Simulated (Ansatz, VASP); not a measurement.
ZnO in VASP and in Ansatz

```
Zn O
1.0
     3.18307    0.00000    0.00000
    -1.59153    2.75662    0.00000
     0.00000    0.00000    5.09757
Zn O
2 2
Direct
  0.33333 0.66667 0.00000
  0.66667 0.33333 0.50000
  0.33333 0.66667 0.38210
  0.66667 0.33333 0.88210
```

Change from the starting cell: volume scaled by 0.94, crystal datasets.

Alike in both runs: task electric field gradients; functional LDA; k mesh 8 × 8 × 5; occupations fermi-dirac, width 0.01 eV; no spin polarisation.

|  | VASP | Ansatz |
| --- | --- | --- |
| version | VASP 6.6.1 | Ansatz 0.2.0 |
| potentials or method | VASP PAW LDA potentials, release 64 (Zn, O), cutoff 520 eV | all-electron PAW with datasets made for the crystal, scalar-relativistic |

|  | VASP | Ansatz | Ansatz less VASP |
| --- | --- | --- | --- |
| gap on the k mesh at the Fermi level (eV) | 0.84 | 0.85 | +0.004 |
| pressure (GPa) | 3.6 | 2.2 | -1.36 |
| traceless stress, the component that is largest in VASP (GPa) | 0.21 | 0.25 | +0.034 |
| rms of the force components (eV/Å) | 0.025 | 0.025 | -0.0004 |
| size of Vzz on the site where it differs most (V/Å²) | 8.5 | 7.8 | -0.76 |

LDA's correlation is that of Perdew and Zunger in VASP and of Perdew and Wang (1992) in Ansatz. Atom by atom the forces differ by 0.000 eV/Å (rms over components). Ansatz ran all-electron here, and VASP with PAW potentials.
